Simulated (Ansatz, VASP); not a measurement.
This is a calculation of Os for VASP 6.6.1.

INCAR

```
  ALGO = Normal
  EDIFF = 1E-7
  EDIFFG = -0.005
  ENCUT = 600
  GGA = PS
  IBRION = 2
  ISIF = 3
  ISMEAR = -1
  IVDW = 12
  LASPH = T
  LCHARG = F
  LREAL = F
  LWAVE = F
  NELM = 80
  NSW = 80
  PREC = Accurate
  SIGMA = 0.05
```

File KPOINTS:

```
k-points
0
Gamma
  11 11 6
```

POSCAR

```
Os
1.0
    2.7341000000      0.0000000000      0.0000000000
   -1.3670500000      2.3678000565      0.0000000000
    0.0000000000      0.0000000000      4.3197000000
Os
2
Direct
    0.6666666667      0.3333333333      0.7500000000
    0.3333333333      0.6666666667      0.2500000000
```

Potentials or basis: VASP PAW PBE potentials, release 64 (Os).

Command:

```bash
$ cat potpaw_PBE.64/Os/POTCAR > POTCAR
$ mpirun -np 1 vasp_std > vasp.out
```

**Question.** Set up the same calculation for Ansatz 0.2.0. Potentials there: all-electron LAPW, scalar-relativistic.

**Answer.** As run (the cutoff follows the program's own potentials):

input.yaml

```yaml
crystal:
  lattice:
    - [2.7341, 0.0, 0.0]
    - [-1.36705, 2.3678000565, 0.0]
    - [0.0, 0.0, 4.3197]
  atoms:
    - { symbol: Os, position: [0.6666666667, 0.3333333333, 0.75] }
    - { symbol: Os, position: [0.3333333333, 0.6666666667, 0.25] }
kpoints:
  mp_grid: { grid: [11, 11, 6] }
scf:
  occupations: { method: fermi_dirac, width: 0.05 }
hamiltonian:
  xc: pbesol
  dispersion: d3bj
  pseudopotentials: { kind: all_electron, lapw: { basis_error: 0.001 } }
output:
  forces: true
  stress: true
relax:
  f_tol: 0.005
  max_steps: 60
  cell: {}
```

Potentials or basis: all-electron LAPW, scalar-relativistic.

Launch:

```bash
$ ansatz run input.yaml --threads 1 --pin off --max-ram 3072MiB --backend cpu --events-out ev --progress --plain --runs-dir out
```

Both were run:

|  | VASP | Ansatz | Ansatz less VASP |
| --- | --- | --- | --- |
| relaxed volume (Å³/atom) | 13.67 | 13.65 | -0.027 |
| relaxed length of the cell vector where the two differ most in proportion (Å) | 2.713 | 2.711 | -0.0020 |

VASP's potentials were made for PBE, not for PBEsol. Ansatz ran all-electron here, and VASP with PAW potentials.

Neither program's run includes spin-orbit coupling.
